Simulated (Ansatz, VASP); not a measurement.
**AlSn in VASP and in Ansatz**

File POSCAR:

```
AlSn
1.0
    4.2533501828      0.0000000000      0.0000000000
   -2.1266750913      3.6835093094      0.0000000000
    0.0000000000      0.0000000000      3.3503631350
Sn Al
1 1
Direct
    0.3333333333      0.6666666667      0.5000000000
    0.0000000000      0.0000000000      0.0000000000
```

Contents of INCAR.step1:

```
ALGO = Normal
EDIFF = 1E-5
ENCUT = 520
GGA = PE
ISIF = 2
ISMEAR = -1
LASPH = T
LCHARG = F
LREAL = F
LWAVE = T
NBANDS = 16
NELM = 100
PREC = Accurate
SIGMA = 0.05
```

Contents of INCAR.step2:

```
AEXX = 0.25
ALGO = Normal
EDIFF = 1E-6
ENCUT = 520
GGA = PE
ISIF = 2
ISMEAR = -1
ISTART = 1
LASPH = T
LCHARG = F
LHFCALC = T
LREAL = F
LWAVE = F
NBANDS = 16
NELM = 100
PREC = Accurate
PRECFOCK = Normal
SIGMA = 0.05
```

File KPOINTS:

```
k-points
0
Gamma
  4 4 4
```

Contents of input.yaml:

```yaml
crystal:
  lattice:
    - [4.2533501828, 0.0, 0.0]
    - [-2.1266750913, 3.6835093094, 0.0]
    - [0.0, 0.0, 3.350363135]
  atoms:
    - { symbol: Sn, position: [0.3333333333, 0.6666666667, 0.5] }
    - { symbol: Al, position: [0.0, 0.0, 0.0] }
hamiltonian:
  xc: pbe0
  pseudopotentials: { kind: paw }
kpoints:
  mp_grid: { grid: [4, 4, 4] }
scf:
  occupations: { method: fermi_dirac, width: 0.05 }
output:
  forces: true
  stress: true
  eigenvalues: true
  write_density: true
  write_potential: true
  elf: true
  volumetric_format: npy
```

Alike in both runs: task single point; functional PBE0; k mesh 4 × 4 × 4; occupations fermi-dirac, width 0.05 eV; no spin polarisation.

```csv
,VASP,Ansatz
version,VASP 6.6.1,Ansatz 0.2.0
potentials or method,"VASP PAW PBE potentials, release 64 (Sn_d, Al)",Ansatz PAW
plane-wave cutoff (eV),520,420
valence electrons in the cell,17,17
```

```tsv
	VASP	Ansatz	Ansatz less VASP
gap on the k mesh at the Fermi level (eV)	none	none	-
pressure (GPa)	-1.7	-1.6	+0.12
traceless stress, the component that is largest in VASP (GPa)	7.10	7.02	-0.077
```

A gap of «none» marks a metal or a gap that the smearing closes. With one functional, cell and mesh, what is left measures potentials, basis and numerics.

The k mesh is coarse, so the values compare programs but aren't converged.
